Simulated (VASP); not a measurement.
The system is GaN.

```
Ga N
1.0
     3.19000    0.00000    0.00000
    -1.59500    2.76262    0.00000
     0.00000    0.00000    5.18600
Ga N
2 2
Direct
  0.33333 0.66667 0.00000
  0.66667 0.33333 0.50000
  0.33333 0.66667 0.37890
  0.66667 0.33333 0.87890
```

Base run:

* Program: VASP 6.6.1
* Functional: PBE
* Potentials or basis: VASP PAW PBE potentials, release 64 (Ga_d, N)
* Cutoff: 600 eV
* k mesh: 8 × 8 × 5
* Occupations: gaussian, width 0.01 eV
* Spin: no spin polarisation

Its results: band gap on the k mesh 1.93 eV; pressure 5.2 GPa; largest force 0.112 eV/Å.

Problem. The run is repeated on the same cell with these changes: k mesh from 8 × 8 × 5 to 2 × 2 × 2. What comes out?

Solution. Band gap on the k mesh 1.80 eV; pressure 6.7 GPa; largest force 0.280 eV/Å.

Caveats: some runs use coarse meshes; the cell stands under pressure (at least some runs).

